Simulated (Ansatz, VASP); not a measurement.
**PtS2 in VASP and in Ansatz**

```xyz
6
Lattice="3.5415 0.0000 0.0000 -1.7708 3.0671 0.0000 0.0000 0.0000 22.4671" Properties=species:S:1:pos:R:3 pbc="T T T"
S     1.7708    1.0224    4.5000
S     0.0000    2.0447    6.9835
S    -0.8854    3.5782   10.8235
S    -2.6561    4.6006   13.3071
Pt    0.0000    0.0000    5.7418
Pt   -2.6561    2.5559   12.0653
```

Alike in both runs: task single point; functional PBE; dispersion D3(BJ); k mesh 9 × 9 × 1; occupations gaussian, width 0.05 eV; no spin polarisation.

```csv
,VASP,Ansatz
version,VASP 6.6.1,Ansatz 0.2.0
potentials or method,"VASP PAW PBE potentials, release 64 (S, Pt), cutoff 520 eV","scalar-relativistic, plane waves, PAW"
valence electrons in the cell,44,60
```

Ansatz gave:

| Quantity | Value |
| --- | --- |
| gap on the k mesh at the Fermi level (eV) | 1.60 |
| least direct gap on the mesh (eV) | 1.68 |
| rms of the force components (eV/Å) | 0.027 |

Question: What did VASP give for the same quantities?

Answer: gap on the k mesh at the Fermi level (eV): 1.60; least direct gap on the mesh (eV): 1.68; rms of the force components (eV/Å): 0.024.

VASP's potentials hold 44 valence electrons a cell and Ansatz's 60, so a difference there can come from the potentials and not from the codes.

Neither program's run includes spin-orbit coupling.
